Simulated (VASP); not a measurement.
Wanted: the native input for a VASP 6.6.1 run.

* Task: single point
* Functional: PBEsol
* Potentials or basis: VASP PAW PBE potentials, release 64 (Si, O)
* Cutoff: 520 eV
* k mesh: 6 × 6 × 6
* Occupations: gaussian, width 0.01 eV
* Spin: no spin polarisation
* Dipole correction: no
* Further INCAR settings: ALGO = Normal; EDIFF = 1e-06; NBANDS = 25

The structure of SiO2 lies in POSCAR:

```
SiO2
1.0
   -2.3819372672      2.3819372672      3.7564386296
    2.3819372672     -2.3819372672      3.7564386296
    2.3819372672      2.3819372672     -3.7564386296
Si O
2 4
Direct
    0.0000000000      0.0000000000      0.0000000000
    0.7500000000      0.2500000000      0.5000000000
    0.9983800000      0.6250000000      0.8733800000
    0.3750000000      0.2483800000      0.3733800000
    0.7516200000      0.1250000000      0.1266200000
    0.8750000000      0.0016200000      0.6266200000
```

The input as run:

INCAR

```
SYSTEM = SiO2
  PREC = Accurate
  ENCUT = 520
  EDIFF = 1E-6
  ISMEAR = 0
  SIGMA = 0.01
  LREAL = .False.
  LASPH = .True.
  NELM = 60
  ALGO = Normal
  ISIF = 2
  LWAVE = .False.
  LCHARG = .True.
  GGA = PS
  LELF = .True.
  LVHAR = .True.
  NBANDS = 25
```

KPOINTS

```
regular mesh
0
Gamma
  6 6 6
  0 0 0
```

Potentials or basis: VASP PAW PBE potentials, release 64 (Si, O).

Command:

```sh
$ cat potpaw_PBE.64/Si/POTCAR potpaw_PBE.64/O/POTCAR > POTCAR
$ mpirun -np 1 vasp_std > vasp.out
```

It gave:

```
Pressure               : 0.0 GPa
Largest force          : 0.101 eV/Å
Band gap on the k mesh : 5.91 eV, direct
```

Caveat: the PAW data sets were made with another functional, which shifts forces and pressure a little.

Run time: 41 s on 1 thread of Intel(R) Xeon(R) 6975P-C (Granite Rapids) (shared host), peak memory 0.24 GiB.
